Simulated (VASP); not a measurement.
A run of VASP 6.6.1 is set up as follows.

File INCAR:

```
SYSTEM = GaN
  PREC = Accurate
  ENCUT = 600
  EDIFF = 1E-6
  ISMEAR = 0
  SIGMA = 0.02
  LREAL = .FALSE.
  LASPH = .TRUE.
  NELM = 120
  ALGO = Normal
  ISIF = 2
  LWAVE = .FALSE.
  LCHARG = .FALSE.
  GGA = PS
  NBANDS = 16
  GGA_COMPAT = .FALSE.
```

File KPOINTS:

```
Automatic mesh
0
G
  6 6 6
  0 0 0
```

The input POSCAR:

```
GaN
1.0
    0.0000000000      2.2491150720      2.2491150720
    2.2491150720      0.0000000000      2.2491150720
    2.2491150720      2.2491150720      0.0000000000
Ga N
1 1
Direct
    0.0000000000      0.0000000000      0.0000000000
    0.7500000000      0.7500000000      0.7500000000
```

Potentials or basis: VASP PAW PBE potentials, release 64 (Ga_d, N).

The run is started by

```console
$ cat potpaw_PBE.64/Ga_d/POTCAR potpaw_PBE.64/N/POTCAR > POTCAR
$ mpirun -np 1 vasp_std > vasp.out
```

Question: Estimate the pressure.

Answer: -0.4 GPa.

Question: What does it give for the band gap on the k mesh?

Answer: 1.72 eV.

Caveat: the PAW data sets were made with another functional, which shifts forces and pressure a little.
